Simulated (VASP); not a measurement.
A run of VASP 6.6.1 is set up as follows.

Contents of POSCAR:

```
BAs
1.0
    2.9570103300      0.0000000000      0.0000000000
    0.0000000000      2.9570103300      0.0000000000
    0.0000000000      0.0000000000      2.9570103300
B As
1 1
Direct
    0.5000000000      0.5000000000      0.5000000000
    0.0000000000      0.0000000000      0.0000000000
```

File INCAR.step1:

```
PREC = Accurate
ENCUT = 520
EDIFF = 1E-5
ISMEAR = -1
SIGMA = 0.05
LREAL = False
LASPH = True
NELM = 80
ALGO = Normal
ISIF = 2
LWAVE = True
LCHARG = False
GGA = PE
NBANDS = 11
```

Contents of INCAR.step2:

```
PREC = Accurate
ENCUT = 520
EDIFF = 1E-7
ISMEAR = -1
SIGMA = 0.05
LREAL = False
LASPH = True
NELM = 80
ALGO = Normal
ISIF = 2
LWAVE = False
LCHARG = False
GGA = PE
LHFCALC = True
AEXX = 0.05
HFSCREEN = 0.2
PRECFOCK = Normal
ISTART = 1
NBANDS = 11
```

File KPOINTS:

```
Automatic mesh
0
Gamma
  5 5 5
```

Potentials or basis: VASP PAW PBE potentials, release 64 (B, As).

Launch:

```bash
$ cat potpaw_PBE.64/B/POTCAR potpaw_PBE.64/As/POTCAR > POTCAR
$ cp INCAR.step1 INCAR
$ mpirun -np 1 vasp_std > vasp.out
$ cp INCAR.step2 INCAR
$ mpirun -np 1 vasp_std > vasp.out
```

Task: Estimate the pressure.

Result: -6.1 GPa.

Task: What does it give for the band gap on the k mesh?

Result: Zero (bands 4 and 5 overlap by 3.63 eV).

Caveat: the k points lie up to 0.42 Å⁻¹ apart, too coarse for converged energies and pressures of a metal; the PAW data sets were made with another functional, which shifts forces and pressure a little.
